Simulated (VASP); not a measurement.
# SiC (Moissanite 3C): relaxation of cell and atoms with PBE

Crystal: SiC (Moissanite 3C).

```
Si C
1.0
     0.00000    2.17900    2.17900
     2.17900    0.00000    2.17900
     2.17900    2.17900    0.00000
Si C
1 1
Direct
  0.00000 0.00000 0.00000
  0.25000 0.25000 0.25000
```

```json
{"Program": "VASP 6.6.1", "Task": "relaxation of cell and atoms", "Functional": "PBE", "Potentials or basis": "VASP PAW PBE potentials, release 64 (Si, C)", "Cutoff": "600 eV", "k mesh": "8 × 8 × 8", "Occupations": "gaussian, width 0.05 eV", "Spin": "no spin polarisation", "Dipole correction": "no", "Further INCAR settings": "ALGO = Normal; EDIFF = 1e-06; IBRION = 2; EDIFFG = -0.02; NSW = 80; ISIF = 3"}
```

* Relaxed volume: 10.49 Å³/atom
* Relaxed cell: a = 3.096 Å, b = 3.096 Å, c = 3.096 Å, α = 60.00°, β = 60.00°, γ = 60.00°
* Space group after relaxing (to 0.05 Å): F-43m (No. 216)
* Energy gained by relaxing: 1.4 meV/atom
* Ionic steps: 3
* Pressure after relaxing: 0.0 GPa
* Band gap on the k mesh: 1.37 eV, indirect (least direct gap 4.53 eV)

The path:
```
step  energy change (eV)  largest force (eV/Å)  pressure (GPa)  volume (Å³)
   1              0.0000                0.0000            3.09        20.69
   2              0.0002                0.0000           -3.01        21.29
   3             -0.0028                0.0000            0.01        20.99
```

Final structure:
```
Si C
1.0
     0.00000    2.18926    2.18926
     2.18926    0.00000    2.18926
     2.18926    2.18926    0.00000
Si C
1 1
Direct
  0.00000 0.00000 0.00000
  0.25000 0.25000 0.25000
```

Levels at points of the mesh, in eV from the valence-band top:
| k point | band 2 | band 3 | band 4 | band 5 | band 6 | band 7 |
| --- | --- | --- | --- | --- | --- | --- |
| (0.00, 0.00, 0.00) | 0.00 | 0.00 | 0.00 | 6.07 | 7.21 | 7.21 |
| (0.50, 0.00, 0.00) | -8.46 | -1.05 | -1.05 | 5.31 | 7.17 | 7.17 |
| (0.50, 0.50, 0.00) | -7.75 | -3.16 | -3.16 | 1.37 | 4.27 | 13.87 |

Run time: 11 s on 1 thread of AMD EPYC 7R13 Processor (Zen 3), with other jobs on the host, peak memory 0.12 GiB.

A k mesh can miss the band edges. Zero-point motion and thermal expansion aren't in these numbers.
